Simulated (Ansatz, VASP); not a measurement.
# Ir: VASP beside Ansatz

File INCAR:

```
SYSTEM = Ir
PREC = Accurate
ENCUT = 520
EDIFF = 1E-6
ISMEAR = 0
SIGMA = 0.15
LREAL = .False.
LASPH = .True.
NELM = 100
ALGO = Normal
ISIF = 2
LWAVE = .False.
LCHARG = .True.
LELF = .True.
LVHAR = .True.
NBANDS = 10
```

File KPOINTS:

```
regular mesh
0
Gamma
  22 22 22
  0 0 0
```

The input POSCAR:

```
Ir
1.0
    0.0000000000      1.9197000000      1.9197000000
    1.9197000000      0.0000000000      1.9197000000
    1.9197000000      1.9197000000      0.0000000000
Ir
1
Direct
    0.0000000000      0.0000000000      0.0000000000
```

Input for Ansatz:

```yaml
crystal:
  lattice:
    - [0.0, 1.9197, 1.9197]
    - [1.9197, 0.0, 1.9197]
    - [1.9197, 1.9197, 0.0]
  atoms:
    - { symbol: Ir, position: [0.0, 0.0, 0.0] }
basis:
  ecutwfc: 420
kpoints:
  mp_grid: { grid: [22, 22, 22] }
hamiltonian:
  xc: lda
scf:
  occupations: { method: gaussian, width: 0.15 }
output:
  forces: true
  stress: true
  eigenvalues: true
```

Alike in both runs: task single point; functional LDA; k mesh 22 × 22 × 22; occupations gaussian, width 0.15 eV; no spin polarisation.

|  | VASP | Ansatz |
| --- | --- | --- |
| version | VASP 6.6.1 | Ansatz 0.2.0 |
| potentials or method | VASP PAW LDA potentials, release 64 (Ir), cutoff 520 eV | scalar-relativistic, plane waves, PAW |
| valence electrons in the cell | 9 | 17 |

VASP gave:

- gap on the k mesh at the Fermi level (eV): none
- pressure (GPa): -6.0

Task: Estimate Ansatz's values.

Result: gap on the k mesh at the Fermi level (eV): none; pressure (GPa): -8.4.

LDA's correlation is that of Perdew and Zunger in VASP and of Perdew and Wang (1992) in Ansatz. A gap of «none» marks a metal or a gap that the smearing closes. VASP's potentials hold 9 valence electrons a cell and Ansatz's 17, so a difference there can come from the potentials and not from the codes.

Neither program's run includes spin-orbit coupling.
